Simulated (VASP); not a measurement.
A run of VASP 6.6.1 is set up as follows.

The input INCAR:

```
PREC     = Accurate       # precision mode
ENCUT    = 520            # plane-wave cutoff, eV
EDIFF    = 1E-6           # SCF threshold, eV
ISMEAR   = -1             # smearing method
SIGMA    = 0.2            # smearing width, eV
LREAL    = False          # projectors in reciprocal space
LASPH    = True           # aspherical terms in the spheres
NELM     = 80             # most SCF steps
ALGO     = Normal         # electronic algorithm
ISIF     = 2              # what is computed and relaxed
LWAVE    = False          # write WAVECAR
LCHARG   = False          # write CHGCAR
GGA      = CA             # functional
NBANDS   = 21             # bands
```

The input KPOINTS:

```
Automatic mesh
0
Gamma
  9 9 9
```

POSCAR

```
Ge
1.0
   -2.4958980000      2.6508630000      1.4369470000
    2.4958980000     -2.6508630000      1.4369470000
    2.4958980000      2.6508630000     -1.4369470000
Ge
2
Direct
    0.1859430000      0.9359430000      0.2500000000
    0.8140570000      0.0640570000      0.7500000000
```

Potentials or basis: VASP PAW LDA potentials, release 64 (Ge_d).

The run is started by

```bash
$ cat potpaw_LDA.64/Ge_d/POTCAR > POTCAR
$ mpirun -np 1 vasp_std > vasp.out
```

Q: Estimate the band gap on the k mesh.

A: Zero (band 14 reaches 8.14 eV, above the bottom of band 15 at 2.84 eV).

Q: Predict the pressure.

A: -3.9 GPa.

Q: Predict the largest force.

A: 0.043 eV/Å.

Forces in eV/Å, atoms in the order of the input:
```
Ge   0.000  0.000 -0.043
Ge   0.000  0.000  0.043
```
